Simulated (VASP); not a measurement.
# W (Pm-3m) in VASP: further runs

The runs below take W through single point, with revPBE.

Everything below comes from runs of VASP 6.6.1. Logs are shortened: lines on timing, memory, paths and dates and some standing lists are left out, and cuts for length are marked.

**1. The cell of the first run**

It takes space group Pm-3m (No. 221, cubic). The conventional cell has a = 2.611 Å, b = 2.611 Å, c = 2.611 Å, α = 90.00°, β = 90.00°, γ = 90.00°. Within 3.4 Å of W (site symmetry m-3m) lie 6 W at 2.61 Å.

**2. Single point, revPBE (volume scaled by 0.96)**

INCAR

```
PREC = Accurate
ENCUT = 520
EDIFF = 1E-6
ISMEAR = -1
SIGMA = 0.1
LREAL = F
LASPH = T
NELM = 100
ALGO = Normal
ISIF = 2
LWAVE = F
LCHARG = F
GGA = RE
NBANDS = 13
```

KPOINTS

```
regular mesh
0
Gamma
  13 13 13
```

POSCAR

```
W
1.0
    2.6108064123      0.0000000000      0.0000000000
    0.0000000000      2.6108064123      0.0000000000
    0.0000000000      0.0000000000      2.6108064123
W
1
Direct
    0.0000000000      0.0000000000      0.0000000000
```

Potentials or basis: VASP PAW PBE potentials, release 64 (W_sv).

Command:

```
> cat potpaw_PBE.64/W_sv/POTCAR > POTCAR
> mpirun -np 1 vasp_std > vasp.out
```

OUTCAR:

```text
PREC = Accurate
   ENCUT = 520
   EDIFF = 1E-6
   ISMEAR = -1
   LREAL = F
   LASPH = T
   NELM = 100
   ISIF = 2
   GGA = RE

 ion  position               nearest neighbor table
   1  0.000  0.000  0.000-

  LATTYP: Found a simple cubic cell.
 ALAT       =     2.6108064123

  Lattice vectors:

 A1 = (   2.6108064123,   0.0000000000,   0.0000000000)
 A2 = (   0.0000000000,   2.6108064123,   0.0000000000)
 A3 = (   0.0000000000,   0.0000000000,   2.6108064123)

Analysis of symmetry for initial positions (statically):
=====================================================================
 Subroutine PRICEL returns:
 Original cell was already a primitive cell.

 Routine SETGRP: Setting up the symmetry group for a
 simple cubic supercell.

 Subroutine GETGRP returns: Found 48 space group operations
 (whereof 48 operations were pure point group operations)
 out of a pool of 48 trial point group operations.

The static configuration has the point symmetry O_h .

Analysis of symmetry for dynamics (positions and initial velocities):
=====================================================================
 Subroutine PRICEL returns:
 Original cell was already a primitive cell.

 Routine SETGRP: Setting up the symmetry group for a
 simple cubic supercell.

 Subroutine GETGRP returns: Found 48 space group operations
 (whereof 48 operations were pure point group operations)
 out of a pool of 48 trial point group operations.

The dynamic configuration has the point symmetry O_h .

 Subroutine INISYM returns: Found 48 space group operations
 (whereof 48 operations are pure point group operations),
 and found     1 'primitive' translations

----------------------------------------------------------------------------------------

                                     Primitive cell

  volume of cell :      17.7961

  direct lattice vectors                    reciprocal lattice vectors
     2.610806412  0.000000000  0.000000000     0.383023420  0.000000000  0.000000000
     0.000000000  2.610806412  0.000000000     0.000000000  0.383023420  0.000000000
     0.000000000  0.000000000  2.610806412     0.000000000  0.000000000  0.383023420

  length of vectors
     2.610806412  2.610806412  2.610806412     0.383023420  0.383023420  0.383023420

  position of ions in fractional coordinates (direct lattice)
     0.000000000  0.000000000  0.000000000

  ion indices of the primitive-cell ions
   primitive index   ion index
                 1           1
[... 73 lines left out ...]
   LREAL  =      F    real-space projection
   EDIFFG = 0.1E-04   stopping-criterion for IOM
   NSW    =      0    number of steps for IOM
   IBRION =     -1    ionic relax: 0-MD 1-quasi-New 2-CG
   NFREE  =      0    steps in history (QN), initial steepest desc. (CG)
   ISIF   =      2    stress and relaxation
   ISYM   =      2    0-nonsym 1-usesym 2-fastsym
   POTIM  = 0.5000    time-step for ionic-motion
   TEBEG  =    0.0;   TEEND  =   0.0 temperature during run
   PSTRESS=    0.0 pullay stress
   NELECT =      14.0000    total number of electrons
   NUPDOWN=      -1.0000    fix difference up-down
   EMIN   =  10.00;   EMAX   =-10.00  energy-range for DOS
   EFERMI =   0.00;   METHOD = LEGACY
   ISMEAR =    -1;   SIGMA  =   0.10  broadening in eV -4-tet -1-fermi 0-gaus
   EFERMI_NEDOS =   21; number of points for ismear=-14 and -15
   IALGO  =     38    algorithm
   IMIX   =      4    mixing-type and parameters
     AMIX     =   0.40;   BMIX     =  1.00
     AMIX_MAG =   1.60;   BMIX_MAG =  1.00
  volume/ion in A,a.u.               =      17.80       120.09
  Fermi-wavevector in a.u.,A,eV,Ry     =   1.511273  2.855891 31.074961  2.283945
  Thomas-Fermi vector in A             =   2.621352
   LORBIT       =      0    0 simple, 1 ext, 2 COOP (PROOUT), +10 PAW based schemes
   GGA     = RE    functional components
   LHFCALC =     F    Hartree Fock is set to
   AEXX    =    0.0000 exact exchange contribution
   IVDW    =     0    specifies the selected vdW correction
   LEPSILON=     F    determine dielectric tensor
   LRPA    =     F    only Hartree local field effects (RPA)
 non-spin polarized calculation
  energy-cutoff  :      520.00
  volume of cell :       17.80
 maximum number of plane-waves:       492
 NGX is ok and might be reduce to    20
   NGX =  9   NGY =  9   NGZ =  9

 number of electron      14.0000004 magnetization

 Free energy of the ion-electron system (eV)
  ---------------------------------------------------
  ext. energy  EPLUGINS =         0.00000000
  ---------------------------------------------------
  free energy    TOTEN  =       -11.07384044 eV

  energy without entropy =      -11.04989196  energy(sigma->0) =      -11.06186620

 E-fermi :   9.8547     XC(G=0): -12.8087

 val. band max:        9.7476769724   @ k =   0.4615   0.3846   0.1538
 cond. band min:       9.9031028896   @ k =   0.3846   0.3077   0.1538
 fundamental gap:      0.1554259173
 Fermi energy:         9.8546674088

 k-point     1 :       0.0000    0.0000    0.0000
  band No.  band energies     occupation
      1     -64.3013      2.00000
      2     -27.8717      2.00000
      3     -27.8717      2.00000
      4     -27.8717      2.00000
      5       1.0840      2.00000
      6       5.3137      2.00000
      7       5.3138      2.00000
      8      14.6949      0.00000
      9      14.6949      0.00000
     10      14.6949      0.00000
     11      24.6976      0.00000
     12      24.6976      0.00000
     13      24.6976      0.00000
[... 354 lines left out ...]
  band No.  band energies     occupation
      1     -64.1356      2.00000
      2     -28.9688      2.00000
      3     -28.6819      2.00000
      4     -27.6807      2.00000
      5       5.1774      2.00000
      6       6.2669      2.00000
      7      10.5101      0.00284
      8      11.6231      0.00000
      9      12.2880      0.00000
     10      12.4156      0.00000
     11      19.6083      0.00000
     12      23.5407      0.00000
     13      27.0870      0.00000

 [... further k-points ...]
[... 5 lines left out ...]
  --------------------------------------------------------------------------------------
  -------------------------------------------------------------------------------------
  Total        1.0235439      1.0235439      1.0235439      0.0000000     -0.0000000      0.0000000
  in kB       92.1495174     92.1495174     92.1495174      0.0000000     -0.0000000      0.0000000
  external PRESSURE =      92.1495174 kB  Pullay stress =       0.0000000 kB

 VOLUME and BASIS-vectors are now :
 -----------------------------------------------------------------------------
  energy-cutoff  :      520.00
  volume of cell :       17.80
      direct lattice vectors                 reciprocal lattice vectors
     2.610806412  0.000000000  0.000000000     0.383023420  0.000000000  0.000000000
     0.000000000  2.610806412  0.000000000     0.000000000  0.383023420  0.000000000
     0.000000000  0.000000000  2.610806412     0.000000000  0.000000000  0.383023420

 POSITION                                       TOTAL-FORCE (eV/Angst)
 -----------------------------------------------------------------------------------
      0.00000      0.00000      0.00000         0.000000      0.000000      0.000000
 -----------------------------------------------------------------------------------
    total drift:                                0.000000      0.000000      0.000000

  FREE ENERGIE OF THE ION-ELECTRON SYSTEM (eV)
  ---------------------------------------------------
  free  energy   TOTEN  =       -11.0738404413 eV

  energy  without entropy=      -11.0498919636  energy(sigma->0) =      -11.06186620
```

OSZICAR:

```text
N       E                     dE             d eps       ncg     rms          rms(c)
DAV:   1     0.903039623285E+02    0.90304E+02   -0.74609E+03  2184   0.120E+03
DAV:   2    -0.960989658385E+01   -0.99914E+02   -0.94810E+02  2439   0.316E+02
DAV:   3    -0.114504145895E+02   -0.18405E+01   -0.18291E+01  2444   0.420E+01
DAV:   4    -0.114595500888E+02   -0.91355E-02   -0.91335E-02  2404   0.326E+00
DAV:   5    -0.114596442610E+02   -0.94172E-04   -0.94172E-04  2504   0.315E-01    0.179E+01
DAV:   6    -0.111457032865E+02    0.31394E+00   -0.30497E-01  2239   0.690E+00    0.768E+00
DAV:   7    -0.110759317783E+02    0.69772E-01   -0.14781E-01  2359   0.461E+00    0.500E-01
DAV:   8    -0.110738673066E+02    0.20645E-02   -0.49143E-03  2259   0.889E-01    0.356E-02
DAV:   9    -0.110738495016E+02    0.17805E-04   -0.87592E-05  2569   0.124E-01    0.393E-02
DAV:  10    -0.110738408998E+02    0.86018E-05   -0.23050E-05  2379   0.619E-02    0.872E-03
DAV:  11    -0.110738404413E+02    0.45844E-06   -0.43438E-07  1557   0.776E-03
   1 F= -.11073840E+02 E0= -.11061866E+02  d E =-.239485E-01
```

Wall time 18 s (1 thread of Intel Xeon 8259CL, shared host); peak memory 0.13 GiB.

Results:

| Item | Value |
| --- | --- |
| Free energy | -11.0738 eV |
| Pressure | 9.2 GPa |
| Band gap on the k mesh | zero (band 7 reaches 11.72 eV, above the bottom of band 8 at 9.04 eV) |

Caveat: the PAW data sets were made with another functional, which shifts forces and pressure a little; spin-orbit coupling is left out, which moves the levels of the heavy elements.

(Continued in part 2 of 2.)
